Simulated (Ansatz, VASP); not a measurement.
BiTe in VASP and in Ansatz

```xyz
2
Lattice="2.4227 1.3988 3.3173 -2.4227 1.3988 3.3173 0.0000 -2.7975 3.3173" Properties=species:S:1:pos:R:3 pbc="T T T"
Bi    0.0000    0.0000    4.9759
Te    0.0000    0.0000    0.0000
```

Alike in both runs: functional r2SCAN; k mesh 5 × 5 × 5; occupations fermi-dirac, width 0.05 eV; non-collinear spin, spin-orbit coupling.

```csv
,VASP,Ansatz
version,VASP 6.6.1,Ansatz 0.2.0
potentials or method,"VASP PAW PBE potentials, release 64 (Bi_d, Te)",Ansatz PAW
plane-wave cutoff (eV),520,500
valence electrons in the cell,21,31
task,single point,band structure
```

VASP gave:

* pressure (GPa): 0.3
* traceless stress, the component that is largest in VASP (GPa): 0.20
* net moment per atom (μB): 0.00

Question: Which values does Ansatz return?

Answer: Pressure (GPa): 0.6; traceless stress, the component that is largest in VASP (GPa): 0.31; net moment per atom (μB): 0.00.

VASP's potentials were made for PBE, not for r2SCAN. VASP's potentials hold 21 valence electrons a cell and Ansatz's 31, so a difference there can come from the potentials and not from the codes.
